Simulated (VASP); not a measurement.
# PtSe2 in VASP: notebook

The runs below take PtSe2 through single point, relaxation of cell and atoms, with r2SCAN, PBE.

All numbers are computed with VASP 6.6.1; they aren't measurements. Logs are shortened: lines on timing, memory, paths and dates and some standing lists are left out, and cuts for length are marked.

**1. The cell of the first run**

The structure is trigonal, space group P-3m1 (No. 164). The conventional cell has a = 3.716 Å, b = 3.716 Å, c = 6.240 Å, α = 90.00°, β = 90.00°, γ = 120.00°. Pt (site symmetry -3m) has 6 Se at 2.52 Å within 3.3 Å. Within 3.3 Å of Se (site symmetry 3m) lie 3 Pt at 2.52 Å.

**2. Single point, r2SCAN (volume scaled by 1.070)**

POSCAR reads:

```
PtSe2
1.0
    3.7158275606      0.0000000000      0.0000000000
   -1.8579137803      3.2180010635      0.0000000000
    0.0000000000      0.0000000000      6.2404024144
Pt Se
1 2
Direct
    0.0000000000      0.0000000000      0.0000000000
    0.3333333333      0.6666666667      0.2106498853
    0.6666666667      0.3333333333      0.7893501147
```

INCAR.step1 reads:

```
SYSTEM = PtSe2
PREC = Accurate
ENCUT = 520
ISMEAR = 0
SIGMA = 0.05
LREAL = .FALSE.
LASPH = .TRUE.
NELM = 100
NBANDS = 18
GGA = PE
ALGO = Normal
EDIFF = 1E-4
LWAVE = .TRUE.
LCHARG = .FALSE.
```

INCAR.step2 reads:

```
SYSTEM = PtSe2
PREC = Accurate
ENCUT = 520
EDIFF = 1E-7
ISMEAR = 0
SIGMA = 0.05
LREAL = .FALSE.
LASPH = .TRUE.
NELM = 100
ALGO = Normal
ISIF = 2
LWAVE = .FALSE.
LCHARG = .FALSE.
METAGGA = R2SCAN
LMIXTAU = .TRUE.
NBANDS = 18
ISTART = 1
```

KPOINTS reads:

```
Automatic mesh
0
G
  8 8 4
  0 0 0
```

Potentials or basis: VASP PAW PBE potentials, release 64 (Pt, Se).

Started as:

```sh
$ cat potpaw_PBE.64/Pt/POTCAR potpaw_PBE.64/Se/POTCAR > POTCAR
$ cp INCAR.step1 INCAR
$ mpirun -np 1 vasp_std > vasp.out
$ cp INCAR.step2 INCAR
$ mpirun -np 1 vasp_std > vasp.out
```

OUTCAR:

```text
SYSTEM = PtSe2
   PREC = Accurate
   ENCUT = 520
   EDIFF = 1E-7
   ISMEAR = 0
   LREAL = .FALSE.
   LASPH = .TRUE.
   NELM = 100
   ISIF = 2
   METAGGA = R2SCAN
   ISTART = 1

 ion  position               nearest neighbor table
   1  0.000  0.000  0.000-   2 2.52   3 2.52   2 2.52   3 2.52   3 2.52   2 2.52
   2  0.333  0.667  0.211-   1 2.52   1 2.52   1 2.52
   3  0.667  0.333  0.789-   1 2.52   1 2.52   1 2.52

  LATTYP: Found a hexagonal cell.
 ALAT       =     3.7158275606
 C/A-ratio  =     1.6794111978

  Lattice vectors:

 A1 = (   3.7158275606,   0.0000000000,   0.0000000000)
 A2 = (  -1.8579137803,   3.2180010635,   0.0000000000)
 A3 = (   0.0000000000,   0.0000000000,   6.2404024144)

Analysis of symmetry for initial positions (statically):
=====================================================================
 Subroutine PRICEL returns:
 Original cell was already a primitive cell.

 Routine SETGRP: Setting up the symmetry group for a
 hexagonal supercell.

 Subroutine GETGRP returns: Found 12 space group operations
 (whereof 12 operations were pure point group operations)
 out of a pool of 24 trial point group operations.

The static configuration has the point symmetry D_3d.

Analysis of symmetry for dynamics (positions and initial velocities):
=====================================================================
 Subroutine PRICEL returns:
 Original cell was already a primitive cell.

 Routine SETGRP: Setting up the symmetry group for a
 hexagonal supercell.

 Subroutine GETGRP returns: Found 12 space group operations
 (whereof 12 operations were pure point group operations)
 out of a pool of 24 trial point group operations.

The dynamic configuration has the point symmetry D_3d.

 Subroutine INISYM returns: Found 12 space group operations
 (whereof 12 operations are pure point group operations),
 and found     1 'primitive' translations

----------------------------------------------------------------------------------------

                                     Primitive cell

  volume of cell :      74.6198

  direct lattice vectors                    reciprocal lattice vectors
     3.715827561  0.000000000  0.000000000     0.269119055  0.155375959  0.000000000
    -1.857913780  3.218001064  0.000000000     0.000000000  0.310751917  0.000000000
     0.000000000  0.000000000  6.240402414     0.000000000  0.000000000  0.160246076

  length of vectors
     3.715827561  3.715827561  6.240402414     0.310751917  0.310751917  0.160246076

  position of ions in fractional coordinates (direct lattice)
     0.000000000  0.000000000  0.000000000
     0.333333333  0.666666667  0.210649885
     0.666666667  0.333333333  0.789350115

  ion indices of the primitive-cell ions
   primitive index   ion index
                 1           1
                 2           2
                 3           3

----------------------------------------------------------------------------------------

 KPOINTS: Automatic mesh

Automatic generation of k-mesh.
 Grid dimensions read from file:
 generate k-points for:    8    8    4

 Generating k-lattice:

  Cartesian coordinates                     Fractional coordinates (reciprocal lattice)
     0.033639882  0.019421995  0.000000000     0.125000000  0.000000000  0.000000000
     0.000000000  0.038843990  0.000000000     0.000000000  0.125000000  0.000000000
     0.000000000  0.000000000  0.040061519     0.000000000  0.000000000  0.250000000

  Length of vectors
     0.038843990  0.038843990  0.040061519

  Shift w.r.t. Gamma in fractional coordinates (k-lattice)
     0.000000000  0.000000000  0.000000000

 Subroutine IBZKPT returns following result:
 ===========================================

 Found     35 irreducible k-points:

 Following reciprocal coordinates:
            Coordinates               Weight
  0.000000  0.000000  0.000000      1.000000
  0.125000 -0.000000  0.000000      6.000000
  0.250000 -0.000000  0.000000      6.000000
  0.375000  0.000000  0.000000      6.000000
  0.500000 -0.000000  0.000000      3.000000
  0.125000  0.125000  0.000000      6.000000
[... 16 lines left out ...]
 -0.125000  0.500000  0.250000     12.000000
  0.250000  0.250000  0.250000     12.000000
 [... further k-points ...]
   k-points           NKPTS =     35   k-points in BZ     NKDIM =     35   number of bands    NBANDS=     18
   number of dos      NEDOS =    301   number of ions     NIONS =      3
   total plane-waves  NPLWV =  37632
   dimension x,y,z NGX =    28 NGY =   28 NGZ =   48
   dimension x,y,z NGXF=    56 NGYF=   56 NGZF=   96
   ions per type =               1   2
   NGX,Y,Z   is equivalent  to a cutoff of  12.53, 12.53, 12.79 a.u.
   NGXF,Y,Z  is equivalent  to a cutoff of  25.05, 25.05, 25.57 a.u.
 SYSTEM =  PtSe2
   PREC   = accura    normal or accurate (medium, high low for compatibility)
   ISTART =      1    job   : 0-new  1-cont  2-samecut
   ICHARG =      0    charge: 1-file 2-atom 10-const
   ISPIN  =      1    spin polarized calculation?
   LNONCOLLINEAR =      F non collinear calculations
   LSORBIT =      F    spin-orbit coupling
   LASPH  =      T    aspherical Exc in radial PAW
   ENCUT  =  520.0 eV  38.22 Ry    6.18 a.u.   6.91  6.91 11.60*2*pi/ulx,y,z
   NELM   =    100;   NELMIN=  2; NELMDL=  0     # of ELM steps
   EDIFF  = 0.1E-06   stopping-criterion for ELM
   LREAL  =      F    real-space projection
   EDIFFG = 0.1E-05   stopping-criterion for IOM
   NSW    =      0    number of steps for IOM
   IBRION =     -1    ionic relax: 0-MD 1-quasi-New 2-CG
   NFREE  =      0    steps in history (QN), initial steepest desc. (CG)
   ISIF   =      2    stress and relaxation
   ISYM   =      2    0-nonsym 1-usesym 2-fastsym
   POTIM  = 0.5000    time-step for ionic-motion
   TEBEG  =    0.0;   TEEND  =   0.0 temperature during run
   PSTRESS=    0.0 pullay stress
   NELECT =      22.0000    total number of electrons
   NUPDOWN=      -1.0000    fix difference up-down
   EMIN   =  10.00;   EMAX   =-10.00  energy-range for DOS
   EFERMI =   0.00;   METHOD = LEGACY
   ISMEAR =     0;   SIGMA  =   0.05  broadening in eV -4-tet -1-fermi 0-gaus
   EFERMI_NEDOS =   21; number of points for ismear=-14 and -15
   IALGO  =     38    algorithm
   IMIX   =      4    mixing-type and parameters
     AMIX     =   0.40;   BMIX     =  1.00
     AMIX_MAG =   1.60;   BMIX_MAG =  1.00
  volume/ion in A,a.u.               =      24.87       167.85
  Fermi-wavevector in a.u.,A,eV,Ry     =   1.089593  2.059032 16.153010  1.187213
  Thomas-Fermi vector in A             =   2.225799
   LORBIT       =      0    0 simple, 1 ext, 2 COOP (PROOUT), +10 PAW based schemes
   METAGGA = R2SCAN    functional components
   LHFCALC =     F    Hartree Fock is set to
   AEXX    =    0.0000 exact exchange contribution
   IVDW    =     0    specifies the selected vdW correction
   LEPSILON=     F    determine dielectric tensor
   LRPA    =     F    only Hartree local field effects (RPA)
 non-spin polarized calculation
 Gauss-broadening in eV      SIGMA  =   0.05
  energy-cutoff  :      520.00
  volume of cell :       74.62
 maximum number of plane-waves:      2028
   NGX = 13   NGY = 13   NGZ = 23

 number of electron      21.9999999 magnetization

 Free energy of the ion-electron system (eV)
  ---------------------------------------------------
  ext. energy  EPLUGINS =         0.00000000
  ---------------------------------------------------
  free energy    TOTEN  =       -81.49065301 eV

  energy without entropy =      -81.49065301  energy(sigma->0) =      -81.49065301

 E-fermi :   3.6297     XC(G=0):  -9.9130

 val. band max:        3.3752777983   @ k =   0.1250  -0.0000   0.0000
 cond. band min:       4.3473130291   @ k =   0.0000   0.2500   0.2500
 fundamental gap:      0.9720352308
 Fermi energy:         3.6296677584

 k-point     1 :       0.0000    0.0000    0.0000
  band No.  band energies     occupation
      1     -11.5551      2.00000
      2      -9.5576      2.00000
      3      -2.5079      2.00000
      4      -2.2420      2.00000
      5      -2.2420      2.00000
      6       0.0430      2.00000
[... 10 lines left out ...]
     17      12.0154      0.00000
     18      13.6818      0.00000

 k-point     2 :       0.1250   -0.0000    0.0000
  band No.  band energies     occupation
      1     -11.3807      2.00000
      2      -9.5787      2.00000
      3      -2.3330      2.00000
      4      -2.2204      2.00000
      5      -2.1368      2.00000
      6      -0.2028      2.00000
[... 10 lines left out ...]
     17      12.6368      0.00000
     18      13.7278      0.00000

 k-point     3 :       0.2500   -0.0000    0.0000
  band No.  band energies     occupation
      1     -10.9094      2.00000
      2      -9.6363      2.00000
      3      -2.2233      2.00000
      4      -1.9071      2.00000
      5      -1.7863      2.00000
      6      -1.0627      2.00000
[... 10 lines left out ...]
     17      13.0651      0.00000
     18      13.4666      0.00000

 k-point     4 :       0.3750    0.0000    0.0000
  band No.  band energies     occupation
      1     -10.3242      2.00000
      2      -9.7162      2.00000
      3      -2.7666      2.00000
      4      -1.7739      2.00000
      5      -1.4830      2.00000
      6      -0.9196      2.00000
[... 375 lines left out ...]
      4      -1.8739      2.00000
      5      -1.1612      2.00000
      6      -0.7586      2.00000
[... 10 lines left out ...]
     17      12.4176      0.00000
     18      13.0964      0.00000

 k-point    23 :      -0.1250    0.5000    0.2500
  band No.  band energies     occupation
      1     -10.0404      2.00000
      2      -9.7468      2.00000
      3      -3.0057      2.00000
      4      -1.9035      2.00000
      5      -1.2686      2.00000
      6      -0.6072      2.00000
[... 10 lines left out ...]
     17      12.9905      0.00000
     18      13.1066      0.00000

 k-point    24 :       0.2500    0.2500    0.2500
  band No.  band energies     occupation
      1     -10.0434      2.00000
      2      -9.7536      2.00000
      3      -2.5392      2.00000
      4      -1.9680      2.00000
      5      -1.5113      2.00000
      6      -0.7964      2.00000
[... 10 lines left out ...]
     17      12.9589      0.00000
     18      13.5230      0.00000

 [... further k-points ...]
[... 5 lines left out ...]
  --------------------------------------------------------------------------------------
  -------------------------------------------------------------------------------------
  Total       -0.2037040     -0.2037040     -0.1881562      0.0000000      0.0000000      0.0000000
  in kB       -4.3737689     -4.3737689     -4.0399378      0.0000000      0.0000000      0.0000000
  external PRESSURE =      -4.2624919 kB  Pullay stress =       0.0000000 kB

 VOLUME and BASIS-vectors are now :
 -----------------------------------------------------------------------------
  energy-cutoff  :      520.00
  volume of cell :       74.62
      direct lattice vectors                 reciprocal lattice vectors
     3.715827561  0.000000000  0.000000000     0.269119055  0.155375959  0.000000000
    -1.857913780  3.218001064  0.000000000     0.000000000  0.310751917  0.000000000
     0.000000000  0.000000000  6.240402414     0.000000000  0.000000000  0.160246076

 POSITION                                       TOTAL-FORCE (eV/Angst)
 -----------------------------------------------------------------------------------
      0.00000      0.00000      0.00000        -0.000000      0.000000      0.000000
     -0.00000      2.14533      1.31454         0.000000     -0.000000      0.005542
      1.85791      1.07267      4.92586        -0.000000      0.000000     -0.005542
 -----------------------------------------------------------------------------------
    total drift:                               -0.000000      0.000000      0.000000

  FREE ENERGIE OF THE ION-ELECTRON SYSTEM (eV)
  ---------------------------------------------------
  free  energy   TOTEN  =       -81.4906530087 eV

  energy  without entropy=      -81.4906530087  energy(sigma->0) =      -81.49065301
```

Wall time 3.3 min (1 thread of Intel Xeon Platinum 8559C (Emerald Rapids), shared host); peak memory 0.22 GiB.

What came out:

```
Free energy            : -81.4907 eV
Pressure               : -0.4 GPa
Largest force          : 0.006 eV/Å
Band gap on the k mesh : 0.97 eV, indirect (least direct gap 1.14 eV)
```

Forces in eV/Å, atoms in the order of the input:
```
Pt   0.000  0.000  0.000
Se   0.000  0.000  0.006
Se   0.000  0.000 -0.006
```

Levels at points of the mesh, in eV from the valence-band top:
```csv
k point,band 9,band 10,band 11,band 12,band 13,band 14
"(0.00, 0.00, 0.00)",-0.32,-0.32,-0.14,2.76,2.76,4.89
"(0.50, 0.00, 0.00)",-2.32,-2.26,-2.16,2.03,2.69,5.08
"(0.00, 0.00, 0.50)",-1.38,-0.38,-0.38,2.88,2.88,5.81
"(0.50, 0.00, 0.50)",-2.43,-2.16,-1.45,2.38,2.43,4.73
```

Caveat: the cell differs from its parent crystal (volume scaled by 1.070); the PAW data sets were made with another functional, which shifts forces and pressure a little; spin-orbit coupling is left out, which moves the levels of the heavy elements. A k mesh can miss the band edges.

**3. Relaxation of cell and atoms, PBE**

This run uses another cell than the first one, of 20.47 Å³/atom, 0.823 times its volume.

INCAR reads:

```
SYSTEM = PtSe2
PREC     = Accurate       ! precision mode
ENCUT    = 600            ! plane-wave cutoff, eV
EDIFF    = 1E-6           ! SCF threshold, eV
ISMEAR   = 0              ! smearing method
SIGMA    = 0.05           ! smearing width, eV
LREAL    = .False.        ! projectors in reciprocal space
LASPH    = .True.         ! aspherical terms in the spheres
NELM     = 100            ! most SCF steps
ALGO     = Normal         ! electronic algorithm
ISIF     = 3              ! what is computed and relaxed
LWAVE    = .False.        ! write WAVECAR
LCHARG   = .False.        ! write CHGCAR
GGA      = PE             ! functional
IBRION   = 2              ! ionic algorithm
NSW      = 80             ! ionic steps
EDIFFG   = -0.03          ! ionic threshold
```

KPOINTS reads:

```
regular mesh
0
Gamma
  6 6 4
  0 0 0
```

POSCAR reads:

```
PtSe2
1.0
    3.7363727905      0.0000000000      0.0000000000
   -1.8681863953      3.2357937546      0.0000000000
    0.0000000000      0.0000000000      5.0788173993
Pt Se
1 2
Direct
    0.0000000000      0.0000000000      0.0000000000
    0.3333333333      0.6666666667      0.2500000000
    0.6666666667      0.3333333333      0.7500000000
```

Potentials or basis: VASP PAW PBE potentials, release 64 (Pt, Se).

Started as:

```sh
$ cat potpaw_PBE.64/Pt/POTCAR potpaw_PBE.64/Se/POTCAR > POTCAR
$ mpirun -np 1 vasp_std > vasp.out
```

Run time: 4.6 min. Hardware: 1 thread of Intel Xeon Platinum 8559C (Emerald Rapids), shared host; peak memory 0.21 GiB.

The run converged. Its results:

| Property | Result |
| --- | --- |
| Free energy | -14.2961 eV |
| Relaxed volume | 24.51 Å³/atom |
| Relaxed cell | a = 3.758 Å, b = 3.758 Å, c = 6.013 Å, α = 90.00°, β = 90.00°, γ = 120.00° |
| Space group after relaxing (to 0.05 Å) | P-3m1 (No. 164) |
| Energy gained by relaxing | 28.5 meV/atom |
| Ionic steps | 20 |
| Pressure after relaxing | 0.0 GPa |
| Largest force after relaxing | 0.024 eV/Å |
| Band gap on the k mesh | 0.90 eV, indirect (least direct gap 1.25 eV) |

Forces on the atoms (eV/Å):
```
Pt   0.000  0.000  0.000
Se   0.000  0.000 -0.024
Se   0.000  0.000  0.024
```

The path:
```tsv
step	energy change (eV)	largest force (eV/Å)	pressure (GPa)	volume (Å³)
1	0.0000	0.4348	5.94	61.40
2	0.0643	0.8296	-6.82	68.40
3	-0.0497	0.1300	0.06	64.04
4	-0.0497	0.1202	0.16	63.99
5	-0.0515	0.1138	0.15	64.19
6	-0.0566	0.0793	0.13	64.79
7	-0.0633	0.0160	0.17	66.00
8	-0.0675	0.1826	0.50	68.42
9	-0.0691	0.1551	0.30	68.72
10	-0.0727	0.0741	-0.24	69.64
11	-0.0750	0.0836	-1.22	71.47
12	-0.0764	0.0890	-1.17	71.68
13	-0.0801	0.1049	-0.97	72.32
14	-0.0840	0.1266	-0.53	73.56
15	-0.0842	0.1305	-0.42	73.84
16	-0.0850	0.0775	-0.12	73.59
17	-0.0851	0.0407	0.10	73.41
18	-0.0851	0.0361	0.13	73.39
19	-0.0852	0.0331	0.10	73.42
20	-0.0854	0.0243	0.00	73.53
```

Final structure:
```yaml
crystal:
  lattice:
    - [3.75769, 0.00000, 0.00000]
    - [-1.87885, 3.25426, 0.00000]
    - [0.00000, 0.00000, 6.01262]
  atoms:
    - { symbol: Pt, position: [0.00000, 0.00000, 0.00000] }
    - { symbol: Se, position: [0.33333, 0.66667, 0.21696] }
    - { symbol: Se, position: [0.66667, 0.33333, 0.78304] }
```

Levels at points of the mesh, in eV from the valence-band top:
| k point | band 8 | band 9 | band 10 | band 11 | band 12 | band 13 | band 14 | band 15 |
| --- | --- | --- | --- | --- | --- | --- | --- | --- |
| (0.00, 0.00, 0.00) | -1.84 | -0.44 | -0.44 | -0.02 | 2.38 | 2.38 | 4.15 | 4.91 |
| (0.50, 0.00, 0.00) | -2.65 | -2.34 | -2.31 | -2.24 | 1.62 | 2.41 | 4.66 | 5.97 |
| (0.00, 0.00, 0.50) | -1.77 | -1.38 | -0.52 | -0.52 | 2.55 | 2.55 | 5.16 | 5.92 |
| (0.50, 0.00, 0.50) | -2.71 | -2.41 | -2.20 | -1.35 | 1.98 | 2.06 | 4.31 | 5.49 |

Caveat: the volume moved by over 15 % at a fixed basis, so the end points are rough; spin-orbit coupling is left out, which moves the levels of the heavy elements; this functional lacks dispersion, which binds the layers, so the pressure and a relaxed spacing across them are unreliable; the volume moved by +20 % from the deposited cell, more than functionals usually miss.

(Part 1 of 2 ends here.)
